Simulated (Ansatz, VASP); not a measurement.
WC in VASP and in Ansatz

```
W C
1.0
     2.91747    0.00000    0.00000
    -1.45873    2.52660    0.00000
     0.00000    0.00000    5.75225
W C
2 2
Cartesian
  0.0000 0.0000 0.0000
  0.0000 0.0000 2.8761
  0.0000 1.6844 1.4381
  1.4587 0.8422 4.3142
```

Alike in both runs: functional PBE; k mesh 18 × 18 × 8; occupations gaussian, width 0.1 eV; no spin polarisation.

Ansatz relaxed the structure, and its values are those at the end. VASP's run is a single point on that final structure, the one shown.

|  | VASP | Ansatz |
| --- | --- | --- |
| version | VASP 6.6.1 | Ansatz 0.2.0 |
| potentials or method | VASP PAW PBE potentials, release 64 (W_sv, C), cutoff 520 eV | scalar-relativistic, plane waves, PAW |
| valence electrons in the cell | 36 | 36 |

|  | VASP | Ansatz | Ansatz less VASP |
| --- | --- | --- | --- |
| gap on the k mesh at the Fermi level (eV) | none | none | - |
| pressure (GPa) | 1.0 | 0.0 | -1.01 |

A gap of «none» marks a metal or a gap that the smearing closes. The functional is the same, so the differences come from potentials, cutoffs and numerics.

Neither program's run includes spin-orbit coupling.
